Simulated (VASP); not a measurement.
Te: single point with LDA

The system is Te.

```
Te
1.0
    -1.71784    1.71784    1.71784
     1.71784   -1.71784    1.71784
     1.71784    1.71784   -1.71784
Te
1
Cartesian
  0.0000 0.0000 0.0000
```

This cell differs from its parent crystal: volume scaled by 0.76.

* Program: VASP 6.6.1
* Task: single point
* Functional: LDA
* Potentials or basis: VASP PAW LDA potentials, release 64 (Te)
* Cutoff: 520 eV
* k mesh: 15 × 15 × 15
* Occupations: fermi-dirac, width 0.1 eV
* Spin: no spin polarisation
* Dipole correction: no
* Further INCAR settings: ALGO = Normal; EDIFF = 1e-07; NBANDS = 9

```yaml
Pressure: 35.2 GPa
Band_gap_on_the_k_mesh: zero (band 3 reaches 18.44 eV, above the bottom of band 4 at 9.00 eV)
```

Levels at points of the mesh, in eV from the Fermi level:
```csv
k point,band 1,band 2,band 3,band 4,band 5,band 6,band 7
"(0.00, 0.00, 0.00)",-17.29,5.06,5.06,5.06,10.56,10.56,10.56
```

It took 9.3 s on 1 thread of Intel Xeon 6975P-C, on a shared host, peak memory 0.14 GiB.

Caveat: spin-orbit coupling is left out, which moves the levels of the heavy elements.
